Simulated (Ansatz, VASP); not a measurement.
ZnS in VASP and in Ansatz

INCAR

```
SYSTEM = ZnS
PREC = Accurate ; ENCUT = 520
EDIFF = 1E-6 ; ISMEAR = 0
SIGMA = 0.05 ; LREAL = .False.
LASPH = .True. ; NELM = 60
ALGO = Normal ; ISIF = 2
LWAVE = .False. ; LCHARG = .False.
GGA = PE ; NBANDS = 46
```

File KPOINTS:

```
regular mesh
0
Gamma
  9 9 4
  0 0 0
```

Contents of POSCAR:

```
ZnS
1.0
    3.6662619193      0.0000000000      0.0000000000
   -1.8331309596      3.1750759590      0.0000000000
    0.0000000000      0.0000000000     12.7497924505
Zn S
4 4
Direct
    0.0000000000      0.0000000000      0.0000492057
    0.0000000000      0.0000000000      0.5000492057
    0.3333333333      0.6666666667      0.2500242903
    0.6666666667      0.3333333333      0.7500242903
    0.0000000000      0.0000000000      0.1872905901
    0.0000000000      0.0000000000      0.6872905901
    0.3333333333      0.6666666667      0.4376359138
    0.6666666667      0.3333333333      0.9376359138
```

Input for Ansatz:

```yaml
crystal:
  lattice:
    - [3.6662619193, 0.0, 0.0]
    - [-1.8331309596, 3.175075959, 0.0]
    - [0.0, 0.0, 12.7497924505]
  atoms:
    - { symbol: Zn, position: [0.0, 0.0, 4.92057e-05] }
    - { symbol: Zn, position: [0.0, 0.0, 0.5000492057] }
    - { symbol: Zn, position: [0.3333333333, 0.6666666667, 0.2500242903] }
    - { symbol: Zn, position: [0.6666666667, 0.3333333333, 0.7500242903] }
    - { symbol: S, position: [0.0, 0.0, 0.1872905901] }
    - { symbol: S, position: [0.0, 0.0, 0.6872905901] }
    - { symbol: S, position: [0.3333333333, 0.6666666667, 0.4376359138] }
    - { symbol: S, position: [0.6666666667, 0.3333333333, 0.9376359138] }
basis:
  ecutwfc: 520.0
kpoints:
  mp_grid: { grid: [9, 9, 4] }
hamiltonian:
  xc: pbe
scf:
  occupations: { method: gaussian, width: 0.05 }
output:
  forces: true
  stress: true
  eigenvalues: true
```

Alike in both runs: task single point; functional PBE; k mesh 9 × 9 × 4; occupations gaussian, width 0.05 eV; no spin polarisation.

|  | VASP | Ansatz |
| --- | --- | --- |
| version | VASP 6.6.1 | Ansatz 0.2.0 |
| potentials or method | VASP PAW PBE potentials, release 64 (Zn, S), cutoff 520 eV | scalar-relativistic, plane waves, PAW |
| valence electrons in the cell | 72 | 72 |

VASP gave:

```
gap on the k mesh at the Fermi level (eV)                     : 2.23
least direct gap on the mesh (eV)                             : 2.23
pressure (GPa)                                                : 7.7
traceless stress, the component that is largest in VASP (GPa) : -6.53
rms of the force components (eV/Å)                            : 0.277
```

What did Ansatz give for the same quantities?

gap on the k mesh at the Fermi level (eV): 2.23; least direct gap on the mesh (eV): 2.23; pressure (GPa): 7.5; traceless stress, the component that is largest in VASP (GPa): -6.50; rms of the force components (eV/Å): 0.274.

Atom by atom the forces differ by 0.004 eV/Å (rms over components).
